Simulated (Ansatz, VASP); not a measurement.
Mg9Bi2Sb4: VASP beside Ansatz

File INCAR:

```
SYSTEM = Mg9Bi2Sb4
ALGO = Normal
EDIFF = 1E-7
ENCUT = 520
GGA = PS
ISIF = 2
ISMEAR = 0
LASPH = .True.
LCHARG = .True.
LELF = .True.
LREAL = Auto
LVHAR = .True.
LWAVE = .False.
NBANDS = 47
NELM = 80
PREC = Accurate
SIGMA = 0.01
```

The input KPOINTS:

```
k-points
0
Gamma
  2 2 2
  0 0 0
```

File POSCAR:

```
Mg9Bi2Sb4
1.0
   -0.0023846391      0.0013767720      7.2401840332
    6.8773208908      3.9760739434     -0.0015120623
   -6.8726002939      3.9678976297      0.0030241246
Mg Bi Sb
9 2 4
Direct
    0.6304812070      0.3333333333      0.3371560679
    0.6311690391      0.6696871537     -0.0000383538
    0.6311690391     -0.0030204870      0.6636078259
    0.3695187930      0.3333333333      0.9961772654
    0.3688309609      0.6696871537      0.6697255074
    0.3688309609     -0.0030204870      0.3333716871
    0.0000000000     -0.0179517325     -0.0089758662
    0.0000000000      0.3333333333      0.6666666667
    0.0000000000      0.6846183992      0.3423091996
    0.2159189940      0.3333333333      0.3325171651
    0.7840810060      0.3333333333      1.0008161682
    0.2256830074      0.6664314536      0.0004323668
    0.2256830074      0.0002352131      0.6673342466
    0.7743169926      0.6664314536      0.6659990868
    0.7743169926      0.0002352131      0.3329009665
```

Input for Ansatz:

```yaml
crystal:
  lattice:
    - [-0.0023846391, 0.001376772, 7.2401840332]
    - [6.8773208908, 3.9760739434, -0.0015120623]
    - [-6.8726002939, 3.9678976297, 0.0030241246]
  atoms:
    - { symbol: Mg, position: [0.630481207, 0.3333333333, 0.3371560679] }
    - { symbol: Mg, position: [0.6311690391, 0.6696871537, -3.83538e-05] }
    - { symbol: Mg, position: [0.6311690391, -0.003020487, 0.6636078259] }
    - { symbol: Mg, position: [0.369518793, 0.3333333333, 0.9961772654] }
    - { symbol: Mg, position: [0.3688309609, 0.6696871537, 0.6697255074] }
    - { symbol: Mg, position: [0.3688309609, -0.003020487, 0.3333716871] }
    - { symbol: Mg, position: [0.0, -0.0179517325, -0.0089758662] }
    - { symbol: Mg, position: [0.0, 0.3333333333, 0.6666666667] }
    - { symbol: Mg, position: [0.0, 0.6846183992, 0.3423091996] }
    - { symbol: Bi, position: [0.215918994, 0.3333333333, 0.3325171651] }
    - { symbol: Sb, position: [0.2256830074, 0.6664314536, 0.0004323668] }
    - { symbol: Sb, position: [0.2256830074, 0.0002352131, 0.6673342466] }
    - { symbol: Bi, position: [0.784081006, 0.3333333333, 1.0008161682] }
    - { symbol: Sb, position: [0.7743169926, 0.6664314536, 0.6659990868] }
    - { symbol: Sb, position: [0.7743169926, 0.0002352131, 0.3329009665] }
basis:
  ecutwfc: 420
kpoints:
  mp_grid: { grid: [2, 2, 2] }
  band_path:
    path: [[0.0, 0.0, 0.0], [0.335937, 0.416667, 0.166667]]
    npoints: 1
hamiltonian:
  xc: pbesol
scf:
  occupations: { method: gaussian, width: 0.01 }
  n_extra_bands: 10
output:
  forces: true
  stress: true
  eigenvalues: true
```

Alike in both runs: task single point; functional PBEsol; k mesh 2 × 2 × 2; occupations gaussian, width 0.01 eV; no spin polarisation.

|  | VASP | Ansatz |
| --- | --- | --- |
| version | VASP 6.6.1 | Ansatz 0.2.0 |
| potentials or method | VASP PAW PBE potentials, release 64 (Mg, Bi_d, Sb), cutoff 520 eV | scalar-relativistic, plane waves, PAW |
| valence electrons in the cell | 68 | 180 |

```csv
,VASP,Ansatz,Ansatz less VASP
gap on the k mesh at the Fermi level (eV),0.18,0.20,+0.020
least direct gap on the mesh (eV),0.18,0.20,+0.020
pressure (GPa),0.0,0.0,-0.03
rms of the force components (eV/Å),0.016,0.013,-0.0024
```

VASP's potentials were made for PBE, not for PBEsol. VASP's potentials hold 68 valence electrons a cell and Ansatz's 180, so a difference there can come from the potentials and not from the codes.

The k mesh is coarse, so the values compare programs but aren't converged. Neither program's run includes spin-orbit coupling.
